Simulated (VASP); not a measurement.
A run of VASP 6.6.1:

INCAR

```
PREC = Accurate
ENCUT = 520
EDIFF = 1E-7
ISMEAR = 0
SIGMA = 0.1
LREAL = F
LASPH = T
NELM = 60
ALGO = Fast
ISIF = 2
LWAVE = F
LCHARG = F
GGA = PE
NBANDS = 59
```

Contents of KPOINTS:

```
regular mesh
0
Gamma
  3 3 4
```

The input POSCAR:

```
W3I
1.0
    6.4170889254      0.0000000000      0.0000000000
   -3.2085444627      5.5573620278      0.0000000000
    0.0000000000      0.0000000000      5.1507039702
W I
6 2
Direct
    0.8330000000      0.6660000000      0.2500000000
    0.1670000000      0.8330000000      0.7500000000
    0.3340000000      0.1670000000      0.2500000000
    0.1670000000      0.3340000000      0.7500000000
    0.8330000000      0.1670000000      0.2500000000
    0.6660000000      0.8330000000      0.7500000000
    0.3333333333      0.6666666667      0.2500000000
    0.6666666667      0.3333333333      0.7500000000
```

Potentials or basis: VASP PAW PBE potentials, release 64 (W_sv, I).

Run with:

```console
$ cat potpaw_PBE.64/W_sv/POTCAR potpaw_PBE.64/I/POTCAR > POTCAR
$ mpirun -np 1 vasp_std > vasp.out
```

Hardware: 1 thread of Oxide Virtual Turin-like Processor, with other jobs on the host.

Question: Estimate the wall time of this run.

Answer: Run time: 4.6 min on 1 thread of Oxide Virtual Turin-like Processor (shared host), peak memory 0.29 GiB. Counts: scf iterations 27, k points 9.
